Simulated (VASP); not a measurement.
# Li4Ge2B (R3m) in VASP: electric field gradients with r2SCAN

Aim: the electric field gradients of Li4Ge2B with r2SCAN.

Program: VASP 6.6.1. These are calculated values, not measurements. Logs are shortened: lines on timing, memory, paths and dates and some standing lists are left out, and cuts for length are marked.

## 1. The cell of the first run

Symmetry: R3m, No. 160, trigonal system. Conventional cell: a = 4.460 Å, b = 4.460 Å, c = 18.320 Å, α = 90.00°, β = 90.00°, γ = 120.00°. Within 3.5 Å of Li (site symmetry 3m) lie 3 B at 2.64 Å and 5 Li at 2.71 to 2.90 Å and 6 Ge at 3.04 to 3.08 Å. Within 3.4 Å of Li (site symmetry 3m) lie 5 Li at 2.53 to 2.73 Å and 6 Ge at 2.78 to 3.12 Å and 3 B at 3.36 Å. Within 3.5 Å of Li (site symmetry 3m) lie 7 Li at 2.62 to 3.29 Å and 1 B at 2.64 Å and 6 Ge at 2.87 to 2.99 Å. Within 3.3 Å of Li (site symmetry 3m) lie 7 Li at 2.53 to 3.29 Å and 4 Ge at 2.54 to 2.69 Å and 3 B at 2.94 Å. Within 3.4 Å of Ge (site symmetry 3m) lie 10 Li at 2.54 to 3.08 Å and 1 Ge at 2.79 Å and 3 B at 2.81 Å. Within 2.9 Å of Ge (site symmetry 3m) lie 1 B at 2.19 Å and 6 Li at 2.69 to 2.87 Å and 1 Ge at 2.79 Å. Within 3.0 Å of B (site symmetry 3m) lie 4 Ge at 2.19 to 2.81 Å and 7 Li at 2.64 to 2.94 Å.

## 2. Electric field gradients, r2SCAN

POSCAR

```
Li4Ge2B
1.0
    2.2301514921      1.2875785643      6.1065700000
   -2.2301514921      1.2875785643      6.1065700000
    0.0000000000     -2.5751571286      6.1065700000
Li Ge B
4 2 1
Direct
    0.1640558999      0.1640558999      0.1640558999
    0.3130862667      0.3130862667      0.3130862667
    0.0059803351      0.0059803351      0.0059803351
    0.4510452911      0.4510452911      0.4510452911
    0.5898663520      0.5898663520      0.5898663520
    0.7422292511      0.7422292511      0.7422292511
    0.8616366041      0.8616366041      0.8616366041
```

INCAR.step1

```
SYSTEM = Li4Ge2B
  PREC = Accurate
  ENCUT = 520
  ISMEAR = -1
  SIGMA = 0.05
  LREAL = .FALSE.
  LASPH = .TRUE.
  NELM = 60
  NBANDS = 30
  GGA = PE
  ALGO = Normal
  EDIFF = 1E-4
  LWAVE = .TRUE.
  LCHARG = .FALSE.
```

INCAR.step2

```
SYSTEM = Li4Ge2B
  PREC = Accurate
  ENCUT = 520
  EDIFF = 1E-8
  ISMEAR = -1
  SIGMA = 0.05
  LREAL = .FALSE.
  LASPH = .TRUE.
  NELM = 60
  ALGO = Normal
  ISIF = 2
  LWAVE = .FALSE.
  LCHARG = .FALSE.
  METAGGA = R2SCAN
  LMIXTAU = .TRUE.
  LEFG = .TRUE.
  NBANDS = 30
  ISTART = 1
```

KPOINTS

```
Automatic mesh
0
G
  9 9 9
  0 0 0
```

Potentials or basis: VASP PAW PBE potentials, release 64 (Li_sv, Ge_d, B).

On the command line:

```sh
> cat potpaw_PBE.64/Li_sv/POTCAR potpaw_PBE.64/Ge_d/POTCAR potpaw_PBE.64/B/POTCAR > POTCAR
> cp INCAR.step1 INCAR
> mpirun -np 1 vasp_std > vasp.out
> cp INCAR.step2 INCAR
> mpirun -np 1 vasp_std > vasp.out
```

OUTCAR:

```text
SYSTEM = Li4Ge2B
   PREC = Accurate
   ENCUT = 520
   EDIFF = 1E-8
   ISMEAR = -1
   LREAL = .FALSE.
   LASPH = .TRUE.
   NELM = 60
   ISIF = 2
   METAGGA = R2SCAN
   ISTART = 1

 ion  position               nearest neighbor table
   1  0.164  0.164  0.164-
   2  0.313  0.313  0.313-   4 2.53
   3  0.006  0.006  0.006-
   4  0.451  0.451  0.451-   2 2.53   5 2.54   6 2.69   6 2.69   6 2.69
   5  0.590  0.590  0.590-   4 2.54   6 2.79
   6  0.742  0.742  0.742-   7 2.19   4 2.69   4 2.69   4 2.69   5 2.79
   7  0.862  0.862  0.862-   6 2.19

  LATTYP: Found a trigonal (rhomboedric) cell.
 ALAT       =     6.6273396927
 COS(alpha) =     0.7735250026

  Lattice vectors:

 A1 = (   2.2301514921,   1.2875785643,   6.1065700000)
 A2 = (  -2.2301514921,   1.2875785643,   6.1065700000)
 A3 = (   0.0000000000,  -2.5751571286,   6.1065700000)

Analysis of symmetry for initial positions (statically):
=====================================================================
 Subroutine PRICEL returns:
 Original cell was already a primitive cell.

 Routine SETGRP: Setting up the symmetry group for a
 trigonal (rhombohedral) supercell.

 Subroutine GETGRP returns: Found  6 space group operations
 (whereof  6 operations were pure point group operations)
 out of a pool of 12 trial point group operations.

The static configuration has the point symmetry C_3v.

Analysis of symmetry for dynamics (positions and initial velocities):
=====================================================================
 Subroutine PRICEL returns:
 Original cell was already a primitive cell.

 Routine SETGRP: Setting up the symmetry group for a
 trigonal (rhombohedral) supercell.

 Subroutine GETGRP returns: Found  6 space group operations
 (whereof  6 operations were pure point group operations)
 out of a pool of 12 trial point group operations.

The dynamic configuration has the point symmetry C_3v.

 Subroutine INISYM returns: Found  6 space group operations
 (whereof  6 operations are pure point group operations),
 and found     1 'primitive' translations

----------------------------------------------------------------------------------------

                                     Primitive cell

  volume of cell :     105.2099

  direct lattice vectors                    reciprocal lattice vectors
     2.230151492  1.287578564  6.106570000     0.224200016  0.129441940  0.054586017
    -2.230151492  1.287578564  6.106570000    -0.224200016  0.129441940  0.054586017
     0.000000000 -2.575157129  6.106570000     0.000000000 -0.258883879  0.054586017

  length of vectors
     6.627339693  6.627339693  6.627339693     0.264576069  0.264576069  0.264576069

  position of ions in fractional coordinates (direct lattice)
     0.164055900  0.164055900  0.164055900
     0.313086267  0.313086267  0.313086267
     0.005980335  0.005980335  0.005980335
     0.451045291  0.451045291  0.451045291
     0.589866352  0.589866352  0.589866352
     0.742229251  0.742229251  0.742229251
     0.861636604  0.861636604  0.861636604

  ion indices of the primitive-cell ions
   primitive index   ion index
                 1           1
                 2           2
                 3           3
                 4           4
                 5           5
                 6           6
                 7           7

----------------------------------------------------------------------------------------

 KPOINTS: Automatic mesh

Automatic generation of k-mesh.
 Grid dimensions read from file:
 generate k-points for:    9    9    9

 Generating k-lattice:

  Cartesian coordinates                     Fractional coordinates (reciprocal lattice)
[... 59 lines left out ...]
   NELM   =     60;   NELMIN=  2; NELMDL=  0     # of ELM steps
   EDIFF  = 0.1E-07   stopping-criterion for ELM
   LREAL  =      F    real-space projection
   EDIFFG = 0.1E-06   stopping-criterion for IOM
   NSW    =      0    number of steps for IOM
   IBRION =     -1    ionic relax: 0-MD 1-quasi-New 2-CG
   NFREE  =      0    steps in history (QN), initial steepest desc. (CG)
   ISIF   =      2    stress and relaxation
   ISYM   =      2    0-nonsym 1-usesym 2-fastsym
   POTIM  = 0.5000    time-step for ionic-motion
   TEBEG  =    0.0;   TEEND  =   0.0 temperature during run
   PSTRESS=    0.0 pullay stress
   NELECT =      43.0000    total number of electrons
   NUPDOWN=      -1.0000    fix difference up-down
   EMIN   =  10.00;   EMAX   =-10.00  energy-range for DOS
   EFERMI =   0.00;   METHOD = LEGACY
   ISMEAR =    -1;   SIGMA  =   0.05  broadening in eV -4-tet -1-fermi 0-gaus
   EFERMI_NEDOS =   21; number of points for ismear=-14 and -15
   IALGO  =     38    algorithm
   IMIX   =      4    mixing-type and parameters
     AMIX     =   0.40;   BMIX     =  1.00
     AMIX_MAG =   1.60;   BMIX_MAG =  1.00
  volume/ion in A,a.u.               =      15.03       101.43
  Fermi-wavevector in a.u.,A,eV,Ry     =   1.214914  2.295854 20.082406  1.476015
  Thomas-Fermi vector in A             =   2.350318
   LORBIT       =      0    0 simple, 1 ext, 2 COOP (PROOUT), +10 PAW based schemes
   METAGGA = R2SCAN    functional components
   LHFCALC =     F    Hartree Fock is set to
   AEXX    =    0.0000 exact exchange contribution
   IVDW    =     0    specifies the selected vdW correction
   LEPSILON=     F    determine dielectric tensor
   LRPA    =     F    only Hartree local field effects (RPA)
 non-spin polarized calculation
  energy-cutoff  :      520.00
  volume of cell :      105.21
 maximum number of plane-waves:      2856
 NGX is ok and might be reduce to    50
   NGX = 25   NGY = 25   NGZ = 25

 number of electron      43.0000005 magnetization

 Free energy of the ion-electron system (eV)
  ---------------------------------------------------
  ext. energy  EPLUGINS =         0.00000000
  ---------------------------------------------------
  free energy    TOTEN  =       -44.06596715 eV

  energy without entropy =      -44.05220167  energy(sigma->0) =      -44.05908441

 E-fermi :   3.8112     XC(G=0): -10.0541

 val. band max:        3.8077088805   @ k =   0.2222   0.2222   0.0000
 cond. band min:       3.8783827530   @ k =   0.2222   0.2222   0.0000
 fundamental gap:      0.0706738725
 Fermi energy:         3.8111607999

 k-point     1 :       0.0000    0.0000    0.0000
  band No.  band energies     occupation
      1     -44.9207      2.00000
      2     -44.6921      2.00000
      3     -44.4400      2.00000
      4     -44.1684      2.00000
      5     -21.4366      2.00000
      6     -21.4210      2.00000
[... 781 lines left out ...]
     29      10.5983      0.00000
     30      11.1111      0.00000

 [... further k-points ...]

------------------------ aborting loop because EDIFF is reached ----------------------------------------

  FORCE on cell =-STRESS in cart. coord.  units (eV):
  Direction    XX          YY          ZZ          XY          YZ          ZX
  --------------------------------------------------------------------------------------
  -------------------------------------------------------------------------------------
  Total       -4.3416233     -4.3416233     -0.0082328      0.0000000      0.0000000      0.0000000
  in kB      -66.1159167    -66.1159167     -0.1253721      0.0000000      0.0000000      0.0000000
  external PRESSURE =     -44.1190685 kB  Pullay stress =       0.0000000 kB

 VOLUME and BASIS-vectors are now :
 -----------------------------------------------------------------------------
  energy-cutoff  :      520.00
  volume of cell :      105.21
      direct lattice vectors                 reciprocal lattice vectors
     2.230151492  1.287578564  6.106570000     0.224200016  0.129441940  0.054586017
    -2.230151492  1.287578564  6.106570000    -0.224200016  0.129441940  0.054586017
     0.000000000 -2.575157129  6.106570000     0.000000000 -0.258883879  0.054586017

 POSITION                                       TOTAL-FORCE (eV/Angst)
 -----------------------------------------------------------------------------------
      0.00000      0.00000      3.00546         0.000000      0.000000     -0.023658
      0.00000      0.00000      5.73565         0.000000      0.000000      0.043086
      0.00000      0.00000      0.10956         0.000000      0.000000      0.033304
      0.00000      0.00000      8.26302         0.000000      0.000000     -0.017087
      0.00000      0.00000     10.80618         0.000000     -0.000000      0.078342
      0.00000      0.00000     13.59742         0.000000      0.000000     -0.031696
      0.00000      0.00000     15.78493         0.000000      0.000000     -0.082291
 -----------------------------------------------------------------------------------
    total drift:                                0.000000     -0.000000      0.037065

  FREE ENERGIE OF THE ION-ELECTRON SYSTEM (eV)
  ---------------------------------------------------
  free  energy   TOTEN  =       -44.0659671487 eV

  energy  without entropy=      -44.0522016655  energy(sigma->0) =      -44.05908441

 Electric field gradients (V/A^2)
---------------------------------------------------------------------
 ion       V_xx      V_yy      V_zz      V_xy      V_xz      V_yz
---------------------------------------------------------------------
   1      -0.182    -0.182     0.364     0.000    -0.000    -0.000
   2      -0.085    -0.085     0.171     0.000     0.000     0.000
   3       0.348     0.348    -0.696     0.000     0.000     0.000
   4      -0.108    -0.108     0.217    -0.000     0.000     0.000
   5      10.694    10.694   -21.389     0.000    -0.000    -0.000
   6     -36.186   -36.186    72.372     0.000     0.000    -0.000
   7       2.614     2.614    -5.228    -0.000    -0.000     0.000
---------------------------------------------------------------------

 Electric field gradients after diagonalization (V/A^2)
 (convention: |V_zz| > |V_xx| > |V_yy|)
----------------------------------------------------------------------
 ion       V_xx      V_yy      V_zz     asymmetry (V_yy - V_xx)/ V_zz
----------------------------------------------------------------------
   1      -0.182    -0.182     0.364       0.000
   2      -0.085    -0.085     0.171       0.000
   3       0.348     0.348    -0.696       0.000
   4      -0.108    -0.108     0.217       0.000
   5      10.694    10.694   -21.389       0.000
   6     -36.186   -36.186    72.372       0.000
   7       2.614     2.614    -5.228       0.000
----------------------------------------------------------------------

           NMR quadrupolar parameters

 Cq : quadrupolar parameter    Cq=e*Q*V_zz/h
 eta: asymmetry parameters     (V_yy - V_xx)/ V_zz
 Q  : nuclear electric quadrupole moment in mb (millibarn)
----------------------------------------------------------------------
 ion       Cq(MHz)       eta       Q (mb)
----------------------------------------------------------------------
   1       0.001       0.000       1.000
   2       0.000       0.000       1.000
   3      -0.002       0.000       1.000
   4       0.001       0.000       1.000
   5      -0.052       0.000       1.000
   6       0.175       0.000       1.000
   7      -0.013       0.000       1.000
----------------------------------------------------------------------
```

Wall time 40 min (1 thread of Intel Xeon Platinum 8488C (Sapphire Rapids), shared host); peak memory 0.55 GiB.

Results:

* Free energy: -44.0660 eV
* Largest force: 0.082 eV/Å
* Band gap on the k mesh: zero (an odd number of electrons rules out a gap without spin polarisation)
* Largest electric field gradient by atom: Li +0.4, +0.2, -0.7 (each value once); Ge -21.4, +72.4; B -5.2 V/Å²

Forces in eV/Å, atoms in the order of the input:
```
Li   0.000  0.000 -0.024
Li   0.000  0.000  0.043
Li   0.000  0.000  0.033
Li   0.000  0.000 -0.017
Ge   0.000  0.000  0.078
Ge   0.000  0.000 -0.032
B    0.000  0.000 -0.082
```

Levels at points of the mesh, in eV from the Fermi level:
| k point | band 19 | band 20 | band 21 | band 22 | band 23 | band 24 |
| --- | --- | --- | --- | --- | --- | --- |
| (0.00, 0.00, 0.00) | -1.20 | -0.76 | -0.57 | -0.57 | 1.28 | 2.21 |

Electric field gradients, principal values (V/Å²):
```tsv
atom	least	middle	greatest (by size)
1 Li	-0.182	-0.182	0.364
2 Li	-0.085	-0.085	0.171
3 Li	0.348	0.348	-0.696
4 Li	-0.108	-0.108	0.217
5 Ge	10.694	10.694	-21.389
6 Ge	-36.186	-36.186	72.372
7 B	2.614	2.614	-5.228
```

Caveat: the cutoff is under 1.25 times the usual one of these potentials, so pressure, stress and relaxed cells hold a basis-set (Pulay) error; without QUAD_EFG the Cq values of the log hold for a quadrupole moment of 1 mb, not for the nuclei; the PAW data sets were made with another functional, which shifts forces and pressure a little.

The gap in the log of VASP goes by the Fermi energy; the results here count the filled bands.